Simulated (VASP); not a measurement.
# BiTe (I4mm) in VASP: single point with r2SCAN

Aim: the single point of BiTe with r2SCAN.

All numbers are computed with VASP 6.6.1; they aren't measurements. Logs are shortened: lines on timing, memory, paths and dates and some standing lists are left out, and cuts for length are marked.

**1. The cell of the first run**

It takes space group I4mm (No. 107, tetragonal). Conventional cell: a = 4.575 Å, b = 4.575 Å, c = 6.470 Å, α = 90.00°, β = 90.00°, γ = 90.00°. Within 4.1 Å of Bi (site symmetry 4mm) lie 6 Te at 3.14 to 3.33 Å. Te (site symmetry 4mm) has 6 Bi at 3.14 to 3.33 Å within 4.1 Å.

**2. Single point, r2SCAN**

POSCAR

```
BiTe
1.0
    0.0000000000      3.2350000000      3.2350000000
    3.2350000000      0.0000000000      3.2350000000
    3.2350000000      3.2350000000      0.0000000000
Bi Te
1 1
Direct
    0.0154559505      0.0154559505     -0.0154559505
    0.5000000000      0.5000000000      0.5000000000
```

INCAR.step1

```
SYSTEM = BiTe
PREC = Accurate
ENCUT = 520
ISMEAR = 0
SIGMA = 0.15
LREAL = .FALSE.
LASPH = .TRUE.
NELM = 100
NBANDS = 18
GGA = PE
ALGO = Normal
EDIFF = 1E-4
LWAVE = .TRUE.
LCHARG = .FALSE.
```

INCAR.step2

```
SYSTEM = BiTe
PREC = Accurate
ENCUT = 520
EDIFF = 1E-7
ISMEAR = 0
SIGMA = 0.15
LREAL = .FALSE.
LASPH = .TRUE.
NELM = 100
ALGO = Normal
ISIF = 2
LWAVE = .FALSE.
LCHARG = .FALSE.
METAGGA = R2SCAN
LMIXTAU = .TRUE.
NBANDS = 18
ISTART = 1
```

KPOINTS

```
regular mesh
0
G
  14 14 14
  0 0 0
```

Potentials or basis: VASP PAW PBE potentials, release 64 (Bi_d, Te).

The run is started by

```
> cat potpaw_PBE.64/Bi_d/POTCAR potpaw_PBE.64/Te/POTCAR > POTCAR
> cp INCAR.step1 INCAR
> mpirun -np 1 vasp_std > vasp.out
> cp INCAR.step2 INCAR
> mpirun -np 1 vasp_std > vasp.out
```

OUTCAR:

```text
SYSTEM = BiTe
   PREC = Accurate
   ENCUT = 520
   EDIFF = 1E-7
   ISMEAR = 0
   LREAL = .FALSE.
   LASPH = .TRUE.
   NELM = 100
   ISIF = 2
   METAGGA = R2SCAN
   ISTART = 1

 ion  position               nearest neighbor table
   1  0.015  0.015  0.985-   2 3.14   2 3.24   2 3.24   2 3.24   2 3.24   2 3.33
   2  0.500  0.500  0.500-   1 3.14   1 3.24   1 3.24   1 3.24   1 3.24   1 3.33

  LATTYP: Found a face centered cubic cell.
 ALAT       =     6.4700000000

  Lattice vectors:

 A1 = (   0.0000000000,   3.2350000000,   3.2350000000)
 A2 = (   3.2350000000,   0.0000000000,   3.2350000000)
 A3 = (   3.2350000000,   3.2350000000,   0.0000000000)

Analysis of symmetry for initial positions (statically):
=====================================================================
 Subroutine PRICEL returns:
 Original cell was already a primitive cell.

 Routine SETGRP: Setting up the symmetry group for a
 face centered cubic supercell.

 Subroutine GETGRP returns: Found  8 space group operations
 (whereof  8 operations were pure point group operations)
 out of a pool of 48 trial point group operations.

The static configuration has the point symmetry C_4v.

Analysis of symmetry for dynamics (positions and initial velocities):
=====================================================================
 Subroutine PRICEL returns:
 Original cell was already a primitive cell.

 Routine SETGRP: Setting up the symmetry group for a
 face centered cubic supercell.

 Subroutine GETGRP returns: Found  8 space group operations
 (whereof  8 operations were pure point group operations)
 out of a pool of 48 trial point group operations.

The dynamic configuration has the point symmetry C_4v.

 Subroutine INISYM returns: Found  8 space group operations
 (whereof  8 operations are pure point group operations),
 and found     1 'primitive' translations

----------------------------------------------------------------------------------------

                                     Primitive cell

  volume of cell :      67.7100

  direct lattice vectors                    reciprocal lattice vectors
     0.000000000  3.235000000  3.235000000    -0.154559505  0.154559505  0.154559505
     3.235000000  0.000000000  3.235000000     0.154559505 -0.154559505  0.154559505
     3.235000000  3.235000000  0.000000000     0.154559505  0.154559505 -0.154559505

  length of vectors
     4.574980874  4.574980874  4.574980874     0.267704916  0.267704916  0.267704916

  position of ions in fractional coordinates (direct lattice)
[... 79 lines left out ...]
   EDIFF  = 0.1E-06   stopping-criterion for ELM
   LREAL  =      F    real-space projection
   EDIFFG = 0.1E-05   stopping-criterion for IOM
   NSW    =      0    number of steps for IOM
   IBRION =     -1    ionic relax: 0-MD 1-quasi-New 2-CG
   NFREE  =      0    steps in history (QN), initial steepest desc. (CG)
   ISIF   =      2    stress and relaxation
   ISYM   =      2    0-nonsym 1-usesym 2-fastsym
   POTIM  = 0.5000    time-step for ionic-motion
   TEBEG  =    0.0;   TEEND  =   0.0 temperature during run
   PSTRESS=    0.0 pullay stress
   NELECT =      21.0000    total number of electrons
   NUPDOWN=      -1.0000    fix difference up-down
   EMIN   =  10.00;   EMAX   =-10.00  energy-range for DOS
   EFERMI =   0.00;   METHOD = LEGACY
   ISMEAR =     0;   SIGMA  =   0.15  broadening in eV -4-tet -1-fermi 0-gaus
   EFERMI_NEDOS =   21; number of points for ismear=-14 and -15
   IALGO  =     38    algorithm
   IMIX   =      4    mixing-type and parameters
     AMIX     =   0.40;   BMIX     =  1.00
     AMIX_MAG =   1.60;   BMIX_MAG =  1.00
  volume/ion in A,a.u.               =      33.86       228.46
  Fermi-wavevector in a.u.,A,eV,Ry     =   1.108146  2.094092 16.707785  1.227988
  Thomas-Fermi vector in A             =   2.244669
   LORBIT       =      0    0 simple, 1 ext, 2 COOP (PROOUT), +10 PAW based schemes
   METAGGA = R2SCAN    functional components
   LHFCALC =     F    Hartree Fock is set to
   AEXX    =    0.0000 exact exchange contribution
   IVDW    =     0    specifies the selected vdW correction
   LEPSILON=     F    determine dielectric tensor
   LRPA    =     F    only Hartree local field effects (RPA)
 non-spin polarized calculation
 Gauss-broadening in eV      SIGMA  =   0.15
  energy-cutoff  :      520.00
  volume of cell :       67.71
 maximum number of plane-waves:      1845
 NGX is ok and might be reduce to    36
   NGX = 17   NGY = 17   NGZ = 17

 number of electron      21.0000000 magnetization

 Free energy of the ion-electron system (eV)
  ---------------------------------------------------
  ext. energy  EPLUGINS =         0.00000000
  ---------------------------------------------------
  free energy    TOTEN  =       -84.02190128 eV

  energy without entropy =      -84.00652502  energy(sigma->0) =      -84.01421315

 E-fermi :   6.6380     XC(G=0):  -9.9995

 val. band max:        6.6313600582   @ k =   0.1429   0.0714   0.4286
 cond. band min:       6.6480881520   @ k =   0.1429  -0.3571   0.3571
 fundamental gap:      0.0167280938
 Fermi energy:         6.6380070645

 k-point     1 :       0.0000    0.0000    0.0000
  band No.  band energies     occupation
      1     -17.3100      2.00000
      2     -17.3021      2.00000
      3     -17.3015      2.00000
      4     -17.3015      2.00000
      5     -17.2967      2.00000
      6      -7.5700      2.00000
[... 481 lines left out ...]
      5     -17.2910      2.00000
      6      -5.7366      2.00000
[... 10 lines left out ...]
     17      15.7591      0.00000
     18      16.8499      0.00000

 [... further k-points ...]

------------------------ aborting loop because EDIFF is reached ----------------------------------------

  FORCE on cell =-STRESS in cart. coord.  units (eV):
  Direction    XX          YY          ZZ          XY          YZ          ZX
  --------------------------------------------------------------------------------------
  -------------------------------------------------------------------------------------
  Total        0.0306140      0.0306140      0.1166356      0.0000000     -0.0000000      0.0000000
  in kB        0.7243993      0.7243993      2.7598715      0.0000000     -0.0000000      0.0000000
  external PRESSURE =       1.4028900 kB  Pullay stress =       0.0000000 kB

 VOLUME and BASIS-vectors are now :
 -----------------------------------------------------------------------------
  energy-cutoff  :      520.00
  volume of cell :       67.71
      direct lattice vectors                 reciprocal lattice vectors
     0.000000000  3.235000000  3.235000000    -0.154559505  0.154559505  0.154559505
     3.235000000  0.000000000  3.235000000     0.154559505 -0.154559505  0.154559505
     3.235000000  3.235000000  0.000000000     0.154559505  0.154559505 -0.154559505

 POSITION                                       TOTAL-FORCE (eV/Angst)
 -----------------------------------------------------------------------------------
      3.23500      3.23500      0.10000         0.000000      0.000000     -0.256795
      3.23500      3.23500      3.23500         0.000000      0.000000      0.256795
 -----------------------------------------------------------------------------------
    total drift:                                0.000000      0.000000      0.000130

  FREE ENERGIE OF THE ION-ELECTRON SYSTEM (eV)
  ---------------------------------------------------
  free  energy   TOTEN  =       -84.0219012802 eV

  energy  without entropy=      -84.0065250155  energy(sigma->0) =      -84.01421315
```

OSZICAR.step1:

```text
N       E                     dE             d eps       ncg     rms          rms(c)
DAV:   1     0.157619913274E+03    0.15762E+03   -0.98778E+03  8800   0.113E+03
DAV:   2     0.507690706826E+01   -0.15254E+03   -0.14853E+03  9208   0.307E+02
DAV:   3    -0.684772844208E+01   -0.11925E+02   -0.11790E+02 10836   0.900E+01
DAV:   4    -0.717599325577E+01   -0.32826E+00   -0.32763E+00 10592   0.158E+01
DAV:   5    -0.719005649459E+01   -0.14063E-01   -0.14062E-01 12370   0.316E+00    0.647E+00
DAV:   6    -0.716330497690E+01    0.26752E-01   -0.92450E-02 12462   0.186E+00    0.400E+00
DAV:   7    -0.716742138485E+01   -0.41164E-02   -0.27273E-02  9926   0.851E-01    0.552E-01
DAV:   8    -0.716718937775E+01    0.23201E-03   -0.43258E-03 11032   0.439E-01    0.119E-01
DAV:   9    -0.716731983009E+01   -0.13045E-03   -0.40892E-04  9870   0.120E-01    0.399E-02
DAV:  10    -0.716732103141E+01   -0.12013E-05   -0.10458E-05  5058   0.222E-02
   1 F= -.71673210E+01 E0= -.71593259E+01  d E =-.159903E-01
```

It took 7.2 min on 1 thread of Intel Xeon 6975P-C (Granite Rapids), shared host; peak memory 0.44 GiB.

What came out:

| Property | Result |
| --- | --- |
| Free energy | -84.0219 eV |
| Pressure | 0.1 GPa |
| Largest force | 0.257 eV/Å |
| Band gap on the k mesh | zero (an odd number of electrons rules out a gap without spin polarisation) |

Forces on the atoms (eV/Å):
```
Bi   0.000  0.000 -0.257
Te   0.000  0.000  0.257
```

Caveat: the cell differs from its parent crystal (all Bi atoms moved -0.100 Å, as atom 1 towards its neighbour atom 2 (Te) at 3.235 Å); the PAW data sets were made with another functional, which shifts forces and pressure a little; spin-orbit coupling is left out, which moves the levels of the heavy elements; an odd number of electrons without spin polarisation forces a metal; a magnetic or distorted state may lie lower.
